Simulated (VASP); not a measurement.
Input of a VASP 6.6.1 run:

The input INCAR:

```
SYSTEM = Ta4C3
PREC = Accurate ; ENCUT = 700
EDIFF = 1E-6 ; ISMEAR = 0
SIGMA = 0.15 ; LREAL = .FALSE.
LASPH = .TRUE. ; NELM = 120
ALGO = Normal ; ISIF = 2
LWAVE = .FALSE. ; LCHARG = .TRUE.
GGA = PS ; LELF = .TRUE.
LVHAR = .TRUE. ; NBANDS = 41
GGA_COMPAT = .FALSE.
```

KPOINTS

```
regular mesh
0
G
  14 14 4
  0 0 0
```

The input POSCAR:

```
Ta4C3
1.0
   -3.1032734570      0.0000000000      0.0000000000
   -1.5516367285     -2.6875136487      0.0000000000
   -1.9395459106     -1.1197973536     10.1645109918
Ta C
4 3
Direct
    0.2313472422      0.2313472422      0.1893666186
   -0.0825145005     -0.0825145005      0.9426348013
   -0.3139601203     -0.3139601203      0.6981042887
    0.4550657028      0.4550657028      0.4524423133
    0.0698206184      0.0698206184      0.5770305159
    0.9530411559      0.9530411559      0.0573012258
   -0.1576126110     -0.1576126110      0.3228702664
```

Potentials or basis: VASP PAW PBE potentials, release 64 (Ta_sv_GW, C).

Command:

```sh
$ cat potpaw_PBE.64/Ta_sv_GW/POTCAR potpaw_PBE.64/C/POTCAR > POTCAR
$ mpirun -np 1 vasp_std > vasp.out
```

Problem. Predict the largest force.

Solution. 79.990 eV/Å.

Problem. Estimate the pressure.

Solution. 60.5 GPa.

Problem. Estimate the band gap on the k mesh.

Solution. Zero (bands 32 and 33 overlap by 0.97 eV).

Stress tensor (GPa, compression positive):
```
 16.02   9.08 -47.96
  9.08   5.54 -27.69
-47.96 -27.69 159.89
```

Caveat: the cell differs from its parent crystal (the part above a cut slid along it); atoms lie so close that the PAW spheres overlap strongly, which falsifies energies and pressures; the stress differs along the axes, from 6 to 160 GPa; the PAW data sets were made with another functional, which shifts forces and pressure a little; spin-orbit coupling is left out, which moves the levels of the heavy elements.
